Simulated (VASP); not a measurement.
# AlN (P6_3mc) in VASP: further runs, part 2 of 2

VASP 6.6.1.

### Step 4. Single point, r2SCAN (biaxial strain in the a-b plane: -1.5 %)

Input file POSCAR:

```
AlN
1.0
    3.0600965980      0.0000000000      0.0000000000
   -1.5300482990      2.6501213919      0.0000000000
    0.0000000000      0.0000000000      5.0233810988
Al N
2 2
Direct
    0.6666666667      0.3333333333      0.4992049920
    0.3333333333      0.6666666667      0.9992049920
    0.6666666667      0.3333333333      0.8807950080
    0.3333333333      0.6666666667      0.3807950080
```

Input file INCAR.step1:

```
ALGO = Normal
EDIFF = 1E-4
ENCUT = 520
GGA = PE
ISMEAR = 0
LASPH = T
LCHARG = F
LREAL = F
LWAVE = T
NBANDS = 16
NELM = 60
PREC = Accurate
SIGMA = 0.02
```

Input file INCAR.step2:

```
ALGO = Normal
EDIFF = 1E-6
ENCUT = 520
ISIF = 2
ISMEAR = 0
ISTART = 1
LASPH = T
LCHARG = F
LMIXTAU = T
LREAL = F
LWAVE = F
METAGGA = R2SCAN
NBANDS = 16
NELM = 60
PREC = Accurate
SIGMA = 0.02
```

Input file KPOINTS:

```
k-points
0
Gamma
  12 12 6
```

Potentials or basis: VASP PAW PBE potentials, release 64 (Al, N).

Started as:

```console
> cat potpaw_PBE.64/Al/POTCAR potpaw_PBE.64/N/POTCAR > POTCAR
> cp INCAR.step1 INCAR
> mpirun -np 1 vasp_std > vasp.out
> cp INCAR.step2 INCAR
> mpirun -np 1 vasp_std > vasp.out
```

OUTCAR:

```text
EDIFF = 1E-6
   ENCUT = 520
   ISIF = 2
   ISMEAR = 0
   ISTART = 1
   LASPH = T
   LREAL = F
   METAGGA = R2SCAN
   NELM = 60
   PREC = Accurate

 ion  position               nearest neighbor table
   1  0.667  0.333  0.499-   4 1.86   4 1.86   4 1.86   3 1.92   2 3.07   2 3.07   2 3.07   2 3.07
                             2 3.07   2 3.07
   2  0.333  0.667  0.999-   3 1.86   3 1.86   3 1.86   4 1.92   1 3.07   1 3.07   1 3.07   1 3.07
                             1 3.07   1 3.07
   3  0.667  0.333  0.881-   2 1.86   2 1.86   2 1.86   1 1.92
   4  0.333  0.667  0.381-   1 1.86   1 1.86   1 1.86   2 1.92

  LATTYP: Found a hexagonal cell.
 ALAT       =     3.0600965980
 C/A-ratio  =     1.6415759888

  Lattice vectors:

 A1 = (   3.0600965980,   0.0000000000,   0.0000000000)
 A2 = (  -1.5300482990,   2.6501213919,   0.0000000000)
 A3 = (   0.0000000000,   0.0000000000,   5.0233810988)

Analysis of symmetry for initial positions (statically):
=====================================================================
 Subroutine PRICEL returns:
 Original cell was already a primitive cell.

 Routine SETGRP: Setting up the symmetry group for a
 hexagonal supercell.

 Subroutine GETGRP returns: Found 12 space group operations
 (whereof  6 operations were pure point group operations)
 out of a pool of 24 trial point group operations.

The static configuration has the point symmetry C_3v.
 The point group associated with its full space group is C_6v.

Analysis of symmetry for dynamics (positions and initial velocities):
=====================================================================
 Subroutine PRICEL returns:
 Original cell was already a primitive cell.

 Routine SETGRP: Setting up the symmetry group for a
 hexagonal supercell.
[... 122 lines left out ...]
   NUPDOWN=      -1.0000    fix difference up-down
   EMIN   =  10.00;   EMAX   =-10.00  energy-range for DOS
   EFERMI =   0.00;   METHOD = LEGACY
   ISMEAR =     0;   SIGMA  =   0.02  broadening in eV -4-tet -1-fermi 0-gaus
   EFERMI_NEDOS =   21; number of points for ismear=-14 and -15
   IALGO  =     38    algorithm
   IMIX   =      4    mixing-type and parameters
     AMIX     =   0.40;   BMIX     =  1.00
     AMIX_MAG =   1.60;   BMIX_MAG =  1.00
  volume/ion in A,a.u.               =      10.18        68.73
  Fermi-wavevector in a.u.,A,eV,Ry     =   1.198899  2.265590 19.556443  1.437358
  Thomas-Fermi vector in A             =   2.334776
   LORBIT       =      0    0 simple, 1 ext, 2 COOP (PROOUT), +10 PAW based schemes
   METAGGA = R2SCAN    functional components
   LHFCALC =     F    Hartree Fock is set to
   AEXX    =    0.0000 exact exchange contribution
   IVDW    =     0    specifies the selected vdW correction
   LEPSILON=     F    determine dielectric tensor
   LRPA    =     F    only Hartree local field effects (RPA)
 non-spin polarized calculation
 Gauss-broadening in eV      SIGMA  =   0.02
  energy-cutoff  :      520.00
  volume of cell :       40.74
 maximum number of plane-waves:      1112
 NGX is ok and might be reduce to    24
   NGX = 11   NGY = 11   NGZ = 19

 number of electron      15.9999995 magnetization

 Free energy of the ion-electron system (eV)
  ---------------------------------------------------
  ext. energy  EPLUGINS =         0.00000000
  ---------------------------------------------------
  free energy    TOTEN  =       -38.42166494 eV

  energy without entropy =      -38.42166494  energy(sigma->0) =      -38.42166494

 E-fermi :   6.1899     XC(G=0): -11.5134

 val. band max:        6.0307249344   @ k =   0.0000   0.0000   0.0000
 cond. band min:      11.2049649563   @ k =   0.0000   0.0000   0.0000
 fundamental gap:      5.1742400218
 Fermi energy:         6.1898777605

 k-point     1 :       0.0000    0.0000    0.0000
  band No.  band energies     occupation
      1      -9.9878      2.00000
      2      -7.9058      2.00000
      3      -0.1110      2.00000
      4       5.3255      2.00000
      5       5.3255      2.00000
      6       5.9234      2.00000
[... 433 lines left out ...]
      3       1.1090      2.00000
      4       2.0563      2.00000
      5       2.6530      2.00000
      6       4.3802      2.00000
[... 8 lines left out ...]
     15      19.7458      0.00000
     16      21.9086      0.00000

 [... further k-points ...]
[... 5 lines left out ...]
  --------------------------------------------------------------------------------------
  -------------------------------------------------------------------------------------
  Total        2.1329886      2.1329886     -0.6691932      0.0000000     -0.0000000     -0.0000000
  in kB       83.8884319     83.8884319    -26.3187370      0.0000000     -0.0000000     -0.0000000
  external PRESSURE =      47.1527089 kB  Pullay stress =       0.0000000 kB

 VOLUME and BASIS-vectors are now :
 -----------------------------------------------------------------------------
  energy-cutoff  :      520.00
  volume of cell :       40.74
      direct lattice vectors                 reciprocal lattice vectors
     3.060096598  0.000000000  0.000000000     0.326787070  0.188670603  0.000000000
    -1.530048299  2.650121392  0.000000000     0.000000000  0.377341205  0.000000000
     0.000000000  0.000000000  5.023381099     0.000000000  0.000000000  0.199069109

 POSITION                                       TOTAL-FORCE (eV/Angst)
 -----------------------------------------------------------------------------------
      1.53005      0.88337      2.50770         0.000000      0.000000      0.276337
     -0.00000      1.76675      5.01939        -0.000000     -0.000000      0.276337
      1.53005      0.88337      4.42457        -0.000000     -0.000000     -0.276337
     -0.00000      1.76675      1.91288        -0.000000     -0.000000     -0.276337
 -----------------------------------------------------------------------------------
    total drift:                               -0.000000      0.000000     -0.025403

  FREE ENERGIE OF THE ION-ELECTRON SYSTEM (eV)
  ---------------------------------------------------
  free  energy   TOTEN  =       -38.4216649390 eV

  energy  without entropy=      -38.4216649390  energy(sigma->0) =      -38.42166494
```

OUTCAR.step1:

```text
EDIFF = 1E-4
   ENCUT = 520
   GGA = PE
   ISMEAR = 0
[... 690 lines left out ...]
      1.53005      0.88337      2.50770        -0.000000     -0.000000      0.281604
     -0.00000      1.76675      5.01939         0.000000      0.000000      0.281604
      1.53005      0.88337      4.42457        -0.000000      0.000000     -0.281604
     -0.00000      1.76675      1.91288         0.000000     -0.000000     -0.281604
 -----------------------------------------------------------------------------------
    total drift:                               -0.000000      0.000000     -0.001574

  FREE ENERGIE OF THE ION-ELECTRON SYSTEM (eV)
  ---------------------------------------------------
  free  energy   TOTEN  =       -29.7076779651 eV

  energy  without entropy=      -29.7076779651  energy(sigma->0) =      -29.70767797
```

Wall time 1.8 min (1 thread of Intel Xeon Platinum 8488C (Sapphire Rapids), shared host); peak memory 0.18 GiB.

What came out:

```yaml
Free_energy: -38.4217 eV
Pressure: 4.7 GPa
Largest_force: 0.276 eV/Å
Band_gap_on_the_k_mesh: 5.17 eV, direct
```

Forces on the atoms (eV/Å):
```
Al   0.000  0.000  0.276
Al   0.000  0.000  0.276
N    0.000  0.000 -0.276
N    0.000  0.000 -0.276
```

Stress tensor (GPa, compression positive):
```
 8.39  0.00  0.00
 0.00  8.39  0.00
 0.00  0.00 -2.63
```

Caveat: the cell differs from its parent crystal (biaxial strain in the a-b plane: -1.5 %); the PAW data sets were made with another functional, which shifts forces and pressure a little. A k mesh can miss the band edges.

### Step 5. The runs side by side

```tsv
cell	gap on the mesh (eV)	pressure (GPa)
a = 3.013, b = 3.013, c = 5.056 Å, angles 90.0, 90.0, 120.0°, 4 atoms	5.34	10.7
a = 3.060, b = 3.060, c = 5.018 Å, angles 90.0, 90.0, 120.0°, 4 atoms	5.24	4.8
a = 3.060, b = 3.060, c = 5.023 Å, angles 90.0, 90.0, 120.0°, 4 atoms	5.17	4.7
```

Alike in all rows: task single point; level r2SCAN; potentials or basis VASP PAW PBE potentials, release 64 (Al, N); no spin polarisation; k mesh 12 × 12 × 6; cutoff (eV) 520; smearing gaussian 0.02 eV.

Caveats: the PAW data sets were made with another functional, which shifts forces and pressure a little.

Absolute energies hang on the potentials; compare differences alone.
